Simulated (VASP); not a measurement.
A run of VASP 6.6.1 is set up as follows.

File INCAR:

```
SYSTEM = W
PREC = Accurate
ENCUT = 520
EDIFF = 1E-6
ISMEAR = -1
SIGMA = 0.1
LREAL = .FALSE.
LASPH = .TRUE.
NELM = 60
ALGO = Normal
ISIF = 2
LWAVE = .FALSE.
LCHARG = .FALSE.
GGA = PE
NBANDS = 21
```

File KPOINTS:

```
regular mesh
0
G
  17 17 9
  0 0 0
```

File POSCAR:

```
W
1.0
    2.5731329790      0.0000000000      0.0000000000
   -1.2865664895      2.2283985271      0.0000000000
    0.0000000000      0.0000000000      4.3795071989
W
2
Direct
    0.3333333333      0.6666666667      0.2500000000
    0.6666666667      0.3333333333      0.7500000000
```

Potentials or basis: VASP PAW PBE potentials, release 64 (W_sv).

Run with:

```bash
$ cat potpaw_PBE.64/W_sv/POTCAR > POTCAR
$ mpirun -np 1 vasp_std > vasp.out
```

Question: What does it give for the pressure?

Answer: 132.7 GPa.

Question: What does it give for the band gap on the k mesh?

Answer: Zero (band 14 reaches 16.37 eV, above the bottom of band 15 at 13.78 eV).

Stress tensor (GPa, compression positive):
```
132.76   0.00   0.00
  0.00 132.76   0.00
  0.00   0.00 132.64
```

Caveat: spin-orbit coupling is left out, which moves the levels of the heavy elements.
